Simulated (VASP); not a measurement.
Wanted: the native input for a VASP 6.6.1 run.

```yaml
Task: relaxation of cell and atoms
Functional: PBE
Potentials_or_basis: VASP PAW PBE potentials, release 64 (Lu, Pd, O)
Cutoff: 600 eV
k_mesh: 6 × 6 × 4
Occupations: gaussian, width 0.1 eV
Spin: no spin polarisation
Dipole_correction: no
Further_INCAR_settings: ALGO = Normal; EDIFF = 1e-06; IBRION = 2; EDIFFG = -0.04; NSW = 90; ISIF = 3
```

The structure of LuPdO2 lies in POSCAR:

```
LuPdO2
1.0
    3.3419921100      0.0000000000      0.0000000000
   -1.6709960600      2.8942500700      0.0000000000
    0.0000000000      0.0000000000      5.9395207100
Lu Pd O
1 1 2
Direct
    0.0000000000      0.0000000000      0.0000000000
    0.0000000000      0.0000000000      0.5000000000
    0.3333333300      0.6666666700      0.5000000000
    0.6666666700      0.3333333300      0.5000000000
```

The input as run:

INCAR

```
PREC = Accurate ; ENCUT = 600
EDIFF = 1E-6 ; ISMEAR = 0
SIGMA = 0.1 ; LREAL = False
LASPH = True ; NELM = 80
ALGO = Normal ; ISIF = 3
LWAVE = False ; LCHARG = False
GGA = PE ; IBRION = 2
NSW = 90 ; EDIFFG = -0.04
```

KPOINTS

```
Automatic mesh
0
Gamma
  6 6 4
```

Potentials or basis: VASP PAW PBE potentials, release 64 (Lu, Pd, O).

Run with:

```sh
$ cat potpaw_PBE.64/Lu/POTCAR potpaw_PBE.64/Pd/POTCAR potpaw_PBE.64/O/POTCAR > POTCAR
$ mpirun -np 1 vasp_std > vasp.out
```

Results of the run:

```yaml
Relaxed_volume: 16.55 Å³/atom
Relaxed_cell: a = 3.760 Å, b = 3.760 Å, c = 5.408 Å, α = 90.00°, β = 90.00°, γ = 120.00°
Space_group_after_relaxing_to_0.05_Å: P6/mmm (No. 191)
Energy_gained_by_relaxing: 620.2 meV/atom
Ionic_steps: 11
Pressure_after_relaxing: 0.1 GPa
```

Caveat: the k points lie up to 0.32 Å⁻¹ apart in the final cell; the volume moved by over 15 % at a fixed basis, so the end points are rough; an odd number of electrons without spin polarisation forces a metal; a magnetic or distorted state may lie lower.

Wall time 4.7 min on 1 thread of AMD EPYC 9R45 96-Core Processor (Zen 5), on a shared host, peak memory 0.2 GiB.
